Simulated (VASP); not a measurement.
A run of VASP 6.6.1 is set up as follows.

File POSCAR:

```
MgO
1.0
    0.0000000000      2.0391023930      2.1440878316
    2.0391023930      0.0000000000      2.1440878316
    2.0391023930      2.0391023930      0.0000000000
Mg O
1 1
Direct
    0.0000000000      0.0000000000      0.0000000000
    0.5000000000      0.5000000000      0.5000000000
```

The input INCAR.step1:

```
SYSTEM = MgO
PREC     = Accurate       ! precision mode
ENCUT    = 520            ! plane-wave cutoff, eV
ISMEAR   = 0              ! smearing method
SIGMA    = 0.01           ! smearing width, eV
LREAL    = .False.        ! projectors in reciprocal space
LASPH    = .True.         ! aspherical terms in the spheres
NELM     = 100            ! most SCF steps
NBANDS   = 11             ! bands
GGA      = PE             ! functional
ALGO     = Normal         ! electronic algorithm
EDIFF    = 1E-4           ! SCF threshold, eV
LWAVE    = .True.         ! write WAVECAR
LCHARG   = .False.        ! write CHGCAR
```

File INCAR.step2:

```
SYSTEM = MgO
PREC     = Accurate       ! precision mode
ENCUT    = 520            ! plane-wave cutoff, eV
EDIFF    = 1E-7           ! SCF threshold, eV
ISMEAR   = 0              ! smearing method
SIGMA    = 0.01           ! smearing width, eV
LREAL    = .False.        ! projectors in reciprocal space
LASPH    = .True.         ! aspherical terms in the spheres
NELM     = 100            ! most SCF steps
ALGO     = Normal         ! electronic algorithm
ISIF     = 2              ! what is computed and relaxed
LWAVE    = .False.        ! write WAVECAR
LCHARG   = .False.        ! write CHGCAR
METAGGA  = R2SCAN         ! meta-GGA
LMIXTAU  = .True.       
NBANDS   = 11             ! bands
ISTART   = 1
```

Contents of KPOINTS:

```
Automatic mesh
0
Gamma
  10 10 10
  0 0 0
```

Potentials or basis: VASP PAW PBE potentials, release 64 (Mg, O).

Command:

```sh
$ cat potpaw_PBE.64/Mg/POTCAR potpaw_PBE.64/O/POTCAR > POTCAR
$ cp INCAR.step1 INCAR
$ mpirun -np 1 vasp_std > vasp.out
$ cp INCAR.step2 INCAR
$ mpirun -np 1 vasp_std > vasp.out
```

(1) What does it give for the pressure?

(2) What does it give for the band gap on the k mesh?

## Answers

(1) 7.3 GPa.

(2) 6.01 eV, direct.

Caveat: the cell differs from its parent crystal (epitaxial xy strain -3.0%); the PAW data sets were made with another functional, which shifts forces and pressure a little.
